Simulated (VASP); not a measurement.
Input of a VASP 6.6.1 run:

File INCAR:

```
PREC = Accurate
ENCUT = 520
EDIFF = 1E-6
ISMEAR = -1
SIGMA = 0.1
LREAL = F
LASPH = T
NELM = 100
ALGO = Normal
ISIF = 2
LWAVE = F
LCHARG = T
LELF = T
LVHAR = T
NBANDS = 18
```

The input KPOINTS:

```
Automatic mesh
0
Gamma
  6 6 6
```

File POSCAR:

```
Sb2Au
1.0
    0.0000000000      3.3555053796      3.3555053796
    3.3555053796      0.0000000000      3.3555053796
    3.3555053796      3.3555053796      0.0000000000
Sb Au
2 1
Direct
    0.2500000000      0.2500000000      0.2500000000
    0.7500000000      0.7500000000      0.7500000000
    0.0000000000      0.0000000000      0.0000000000
```

Potentials or basis: VASP PAW LDA potentials, release 64 (Sb, Au).

Launch:

```bash
$ cat potpaw_LDA.64/Sb/POTCAR potpaw_LDA.64/Au/POTCAR > POTCAR
$ mpirun -np 1 vasp_std > vasp.out
```

Estimate the pressure.

0.8 GPa.
